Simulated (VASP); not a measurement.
# LiSc8 in VASP: relaxation of the atoms with PBE

Aim: the relaxation of the atoms of LiSc8 with PBE.

Program: VASP 6.6.1. These are calculated values, not measurements. Logs are shortened: lines on timing, memory, paths and dates and some standing lists are left out, and cuts for length are marked.

**1. The cell of the first run**

The cell holds a slab with vacuum, 9 atoms: a = 6.639 Å, b = 5.163 Å, c = 19.113 Å, α = 90.00°, β = 90.00°, γ = 90.00°.

**2. Relaxation of the atoms, PBE**

File INCAR:

```
  PREC = Accurate
  ENCUT = 650
  EDIFF = 1E-7
  ISMEAR = 0
  SIGMA = 0.1
  LREAL = F
  LASPH = T
  NELM = 120
  ALGO = Normal
  ISIF = 2
  LWAVE = F
  LCHARG = F
  LDIPOL = T
  IDIPOL = 3
  DIPOL = 0.5 0.5 0.325
  GGA = PE
  IBRION = 2
  NSW = 36
  EDIFFG = -0.025
  GGA_COMPAT = F
  NELMIN = 4
  NELMDL = -8
  KPAR = 4
```

File KPOINTS:

```
Automatic mesh
0
Gamma
  4 5 1
```

File POSCAR:

```
LiSc8
1.0
    6.6389479791      0.0000000000      0.0000000000
    0.0000000000      5.1626219083      0.0000000000
    0.0000000000      0.0000000000     19.1132872497
Sc Li
8 1
Selective dynamics
Direct
    0.0000000000      0.7500000000      0.2092784955  F F F
    0.5000000000      0.7500000000      0.2092784955  F F F
    0.2500000000      0.2500000000      0.2594137541  F F F
    0.7500000000      0.2500000000      0.2594137541  F F F
    0.2500000000      0.7500000000      0.3452852846  F F F
    0.7500000000      0.7500000000      0.3452852846  F F F
    0.0000000000      0.2500000000      0.3983243254  F F F
    0.5000000000      0.2500000000      0.3983243254  F F F
    0.2500000000      0.7500000000      0.5017517848  F F T
```

Potentials or basis: VASP PAW PBE potentials, release 64 (Sc_sv, Li_sv).

On the command line:

```console
$ cat potpaw_PBE.64/Sc_sv/POTCAR potpaw_PBE.64/Li_sv/POTCAR > POTCAR
$ mpirun -np 4 vasp_std > vasp.out
```

OUTCAR:

```text
PREC = Accurate
   ENCUT = 650
   EDIFF = 1E-7
   ISMEAR = 0
   LREAL = F
   LASPH = T
   NELM = 120
   ISIF = 2
   GGA = PE
   IBRION = 2
   NSW = 36
   EDIFFG = -0.025
   NELMIN = 4
   NELMDL = -8

 ion  position               nearest neighbor table
   1  0.000  0.750  0.209-   5 3.08   6 3.08   3 3.21   4 3.21   3 3.21   4 3.21   2 3.32   2 3.32

   2  0.500  0.750  0.209-   5 3.08   6 3.08   3 3.21   4 3.21   3 3.21   4 3.21   1 3.32   1 3.32

   3  0.250  0.250  0.259-   5 3.06   5 3.06   8 3.13   7 3.13   1 3.21   1 3.21   2 3.21   2 3.21
                             4 3.32   4 3.32
   4  0.750  0.250  0.259-   6 3.06   6 3.06   8 3.13   7 3.13   1 3.21   1 3.21   2 3.21   2 3.21
                             3 3.32   3 3.32
   5  0.250  0.750  0.345-   9 2.99   3 3.06   3 3.06   2 3.08   1 3.08   7 3.23   8 3.23   7 3.23
                             8 3.23   6 3.32   6 3.32
   6  0.750  0.750  0.345-   4 3.06   4 3.06   1 3.08   2 3.08   8 3.23   7 3.23   7 3.23   8 3.23
                             5 3.32   5 3.32
   7  0.000  0.250  0.398-   3 3.13   4 3.13   5 3.23   6 3.23   5 3.23   6 3.23   8 3.32   8 3.32

   8  0.500  0.250  0.398-   3 3.13   4 3.13   5 3.23   6 3.23   5 3.23   6 3.23   7 3.32   7 3.32

   9  0.250  0.750  0.502-   5 2.99

  LATTYP: Found a simple orthorhombic cell.
 ALAT       =     5.1626219083
 B/A-ratio  =     1.2859643989
 C/A-ratio  =     3.7022442451

  Lattice vectors:

 A1 = (   0.0000000000,  -5.1626219083,   0.0000000000)
 A2 = (   6.6389479791,   0.0000000000,   0.0000000000)
 A3 = (   0.0000000000,   0.0000000000,  19.1132872497)

Analysis of symmetry for initial positions (statically):
=====================================================================
 Subroutine PRICEL returns:
 Original cell was already a primitive cell.

 Routine SETGRP: Setting up the symmetry group for a
 simple orthorhombic supercell.

 Subroutine GETGRP returns: Found  4 space group operations
 (whereof  1 operations were pure point group operations)
 out of a pool of  8 trial point group operations.

The static configuration has the point symmetry C_1 .
 The point group associated with its full space group is C_2v.

Analysis of symmetry for dynamics (positions and initial velocities):
=====================================================================
 Subroutine PRICEL returns:
 Original cell was already a primitive cell.

 Routine SETGRP: Setting up the symmetry group for a
 simple orthorhombic supercell.

 Subroutine GETGRP returns: Found  4 space group operations
 (whereof  1 operations were pure point group operations)
 out of a pool of  8 trial point group operations.

The dynamic configuration has the point symmetry C_1 .
 The point group associated with its full space group is C_2v.

Analysis of constrained symmetry for selective dynamics:
=====================================================================
 Subroutine PRICEL returns:
 Original cell was already a primitive cell.

 Routine SETGRP: Setting up the symmetry group for a
 simple orthorhombic supercell.

 Subroutine GETGRP returns: Found  4 space group operations
 (whereof  1 operations were pure point group operations)
 out of a pool of  8 trial point group operations.

The constrained configuration has the point symmetry C_1 .
 The point group associated with its full space group is C_2v.

 Subroutine INISYM returns: Found  4 space group operations
 (whereof  1 operations are pure point group operations),
 and found     1 'primitive' translations

----------------------------------------------------------------------------------------

                                     Primitive cell

  volume of cell :     655.0960

  direct lattice vectors                    reciprocal lattice vectors
     6.638947979  0.000000000  0.000000000     0.150626274  0.000000000  0.000000000
     0.000000000  5.162621908  0.000000000     0.000000000  0.193700026  0.000000000
     0.000000000  0.000000000 19.113287250     0.000000000  0.000000000  0.052319624

  length of vectors
     6.638947979  5.162621908 19.113287250     0.150626274  0.193700026  0.052319624

  position of ions in fractional coordinates (direct lattice)
     0.000000000  0.750000000  0.209278496
     0.500000000  0.750000000  0.209278496
     0.250000000  0.250000000  0.259413754
[... 33 lines left out ...]

  Length of vectors
     0.037656569  0.038740005  0.052319624

  Shift w.r.t. Gamma in fractional coordinates (k-lattice)
     0.000000000  0.000000000  0.000000000

 Subroutine IBZKPT returns following result:
 ===========================================

 Found      9 irreducible k-points:

 Following reciprocal coordinates:
            Coordinates               Weight
  0.000000  0.000000  0.000000      1.000000
  0.250000  0.000000  0.000000      2.000000
  0.500000  0.000000  0.000000      1.000000
  0.000000  0.200000  0.000000      2.000000
  0.250000  0.200000  0.000000      4.000000
  0.500000  0.200000  0.000000      2.000000
  0.000000  0.400000  0.000000      2.000000
  0.250000  0.400000  0.000000      4.000000
  0.500000  0.400000  0.000000      2.000000
   k-points           NKPTS =      9   k-points in BZ     NKDIM =      9   number of bands    NBANDS=     54
   number of dos      NEDOS =    301   number of ions     NIONS =      9
   total plane-waves  NPLWV = 430080
   dimension x,y,z NGX =    56 NGY =   48 NGZ =  160
   dimension x,y,z NGXF=   112 NGYF=   96 NGZF=  320
   ions per type =               8   1
   NGX,Y,Z   is equivalent  to a cutoff of  14.02, 15.46, 13.92 a.u.
   NGXF,Y,Z  is equivalent  to a cutoff of  28.05, 30.91, 27.83 a.u.
 SYSTEM =  unknown system
   PREC   = accura    normal or accurate (medium, high low for compatibility)
   ISTART =      0    job   : 0-new  1-cont  2-samecut
   ICHARG =      2    charge: 1-file 2-atom 10-const
   ISPIN  =      1    spin polarized calculation?
   LNONCOLLINEAR =      F non collinear calculations
   LSORBIT =      F    spin-orbit coupling
   LASPH  =      T    aspherical Exc in radial PAW
   ENCUT  =  650.0 eV  47.77 Ry    6.91 a.u.  13.80 10.73 39.73*2*pi/ulx,y,z
   NELM   =    120;   NELMIN=  4; NELMDL= -8     # of ELM steps
   EDIFF  = 0.1E-06   stopping-criterion for ELM
   LREAL  =      F    real-space projection
   EDIFFG = -.3E-01   stopping-criterion for IOM
   NSW    =     36    number of steps for IOM
   IBRION =      2    ionic relax: 0-MD 1-quasi-New 2-CG
   NFREE  =      1    steps in history (QN), initial steepest desc. (CG)
   ISIF   =      2    stress and relaxation
   ISYM   =      2    0-nonsym 1-usesym 2-fastsym
   POTIM  = 0.5000    time-step for ionic-motion
   TEBEG  =    0.0;   TEEND  =   0.0 temperature during run
   PSTRESS=    0.0 pullay stress
   NELECT =      91.0000    total number of electrons
   NUPDOWN=      -1.0000    fix difference up-down
   EMIN   =  10.00;   EMAX   =-10.00  energy-range for DOS
   EFERMI =   0.00;   METHOD = LEGACY
   ISMEAR =     0;   SIGMA  =   0.10  broadening in eV -4-tet -1-fermi 0-gaus
   EFERMI_NEDOS =   21; number of points for ismear=-14 and -15
   IALGO  =     38    algorithm
   IMIX   =      4    mixing-type and parameters
     AMIX     =   0.40;   BMIX     =  1.00
     AMIX_MAG =   1.60;   BMIX_MAG =  1.00
  volume/ion in A,a.u.               =      72.79       491.20
  Fermi-wavevector in a.u.,A,eV,Ry     =   0.847852  1.602209  9.780601  0.718854
  Thomas-Fermi vector in A             =   1.963424
   LORBIT       =      0    0 simple, 1 ext, 2 COOP (PROOUT), +10 PAW based schemes
   GGA     = PE    functional components
   LHFCALC =     F    Hartree Fock is set to
   AEXX    =    0.0000 exact exchange contribution
   IVDW    =     0    specifies the selected vdW correction
   LEPSILON=     F    determine dielectric tensor
   LRPA    =     F    only Hartree local field effects (RPA)
 conjugate gradient relaxation of ions
 non-spin polarized calculation
 Gauss-broadening in eV      SIGMA  =   0.10
  energy-cutoff  :      650.00
  volume of cell :      655.10
 maximum number of plane-waves:     24729
 NGX is ok and might be reduce to    56
   NGX = 27   NGY = 21   NGZ = 79

 dipolmoment           0.000000      0.000000      0.004528 electrons x Angstroem

--------------------------------------- Ionic step        1  -------------------------------------------

 number of electron      91.0000022 magnetization

 Free energy of the ion-electron system (eV)
  ---------------------------------------------------
  ext. energy  EPLUGINS =         0.00000000
  ---------------------------------------------------
  free energy    TOTEN  =       -47.39796714 eV

  energy without entropy =      -47.34672193  energy(sigma->0) =      -47.37234453

------------------------ aborting loop because EDIFF is reached ----------------------------------------

  FORCE on cell =-STRESS in cart. coord.  units (eV):
  Direction    XX          YY          ZZ          XY          YZ          ZX
  --------------------------------------------------------------------------------------
  -------------------------------------------------------------------------------------
  Total       -0.9224788     -3.2654331      0.3177422      0.0000000      0.0000000      0.0000000
  in kB       -2.2561190     -7.9863143      0.7771065      0.0000000      0.0000000      0.0000000
  external PRESSURE =      -3.1551089 kB  Pullay stress =       0.0000000 kB
[... 159 lines left out ...]
--------------------------------------- Ionic step        5  -------------------------------------------

 number of electron      91.0000022 magnetization

 dipolmoment           0.000000      0.000000     -0.134325 electrons x Angstroem

 Free energy of the ion-electron system (eV)
  ---------------------------------------------------
  ext. energy  EPLUGINS =         0.00000000
  ---------------------------------------------------
  free energy    TOTEN  =       -47.41043247 eV

  energy without entropy =      -47.36077593  energy(sigma->0) =      -47.38560420

 E-fermi :  -0.7926     XC(G=0):  -4.2046

 val. band max:       -0.8254923380   @ k =   0.2500   0.2000   0.0000
 cond. band min:      -0.7763293353   @ k =   0.0000   0.4000   0.0000
 fundamental gap:      0.0491630028
 Fermi energy:        -0.7926482090

 k-point     1 :       0.0000    0.0000    0.0000
  band No.  band energies     occupation
      1     -50.6378      2.00000
      2     -50.6238      2.00000
      3     -50.6204      2.00000
      4     -50.6061      2.00000
      5     -50.1931      2.00000
      6     -50.1649      2.00000
[... 502 lines left out ...]
     53      -0.0906      0.00000
     54       0.0379      0.00000

------------------------ aborting loop because EDIFF is reached ----------------------------------------

 vacuum level on the upper side and lower side of the slab       (xc-potential included)        -0.566         0.157

  FORCE on cell =-STRESS in cart. coord.  units (eV):
  Direction    XX          YY          ZZ          XY          YZ          ZX
  --------------------------------------------------------------------------------------
  -------------------------------------------------------------------------------------
  Total       -0.9712952     -3.2546050      0.9741141      0.0000000      0.0000000      0.0000000
  in kB       -2.3755100     -7.9598318      2.3824041      0.0000000      0.0000000      0.0000000
  external PRESSURE =      -2.6509792 kB  Pullay stress =       0.0000000 kB
[... 24 lines left out ...]
  FREE ENERGIE OF THE ION-ELECTRON SYSTEM (eV)
  ---------------------------------------------------
  free  energy   TOTEN  =       -47.4104324675 eV

  energy  without entropy=      -47.3607759302  energy(sigma->0) =      -47.38560420

 reached required accuracy - stopping structural energy minimisation

 vacuum level on the upper side and lower side of the slab         1.681         2.421
```

Wall time 22 min (4 MPI ranks of Intel Xeon Platinum 8488C (Sapphire Rapids), shared host); peak memory 1.1 GiB.

Results:

| Item | Value |
| --- | --- |
| Free energy | -47.4104 eV |
| Energy gained by relaxing | 1.4 meV/atom |
| Ionic steps | 5 |
| Band gap on the k mesh | zero (an odd number of electrons rules out a gap without spin polarisation) |

The path:
```tsv
step	energy change (eV)	largest force on free atoms (eV/Å)	pressure (GPa)
1	0.0000	0.2038	-0.32
2	-0.0019	0.1875	-0.31
3	-0.0068	0.1414	-0.30
4	-0.0121	0.0379	-0.27
5	-0.0125	0.0033	-0.27
```

Final structure:
```
Sc Li
1.0
     6.63895    0.00000    0.00000
     0.00000    5.16262    0.00000
     0.00000    0.00000   19.11329
Sc Li
8 1
Direct
  0.00000 0.75000 0.20928
  0.50000 0.75000 0.20928
  0.25000 0.25000 0.25941
  0.75000 0.25000 0.25941
  0.25000 0.75000 0.34529
  0.75000 0.75000 0.34529
  0.00000 0.25000 0.39832
  0.50000 0.25000 0.39832
  0.25000 0.75000 0.49548
```

The gap in the log of VASP goes by the Fermi energy; the results here count the filled bands.